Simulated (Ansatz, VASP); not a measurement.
## Two plane-wave programs on SrTiO3

```
Sr Ti O
1.0
     3.93640    0.00000    0.00000
     0.00000    3.93640    0.00000
     0.00000    0.00000    3.93640
Sr Ti O
1 1 3
Direct
  0.50000 0.50000 0.50000
  0.00000 0.00000 0.00000
  0.50000 0.00000 0.00000
  0.00000 0.50000 0.00000
  0.00000 0.00000 0.50000
```

Alike in both runs: functional PBE; k mesh 10 × 10 × 10; occupations gaussian, width 0.02 eV; no spin polarisation.

Ansatz relaxed the structure, and its values are those at the end. VASP's run is a single point on that final structure, the one shown.

|  | VASP | Ansatz |
| --- | --- | --- |
| version | VASP 6.6.1 | Ansatz 0.2.0 |
| potentials or method | VASP PAW PBE potentials, release 64 (Sr_sv, Ti_sv, O), cutoff 520 eV | scalar-relativistic, plane waves, PAW |
| valence electrons in the cell | 40 | 40 |

VASP gave:

| Item | Value |
| --- | --- |
| gap on the k mesh at the Fermi level (eV) | 1.81 |
| least direct gap on the mesh (eV) | 2.18 |
| pressure (GPa) | 0.6 |

Q: Estimate Ansatz's values.

A: gap on the k mesh at the Fermi level (eV): 1.84; least direct gap on the mesh (eV): 2.20; pressure (GPa): 0.0.
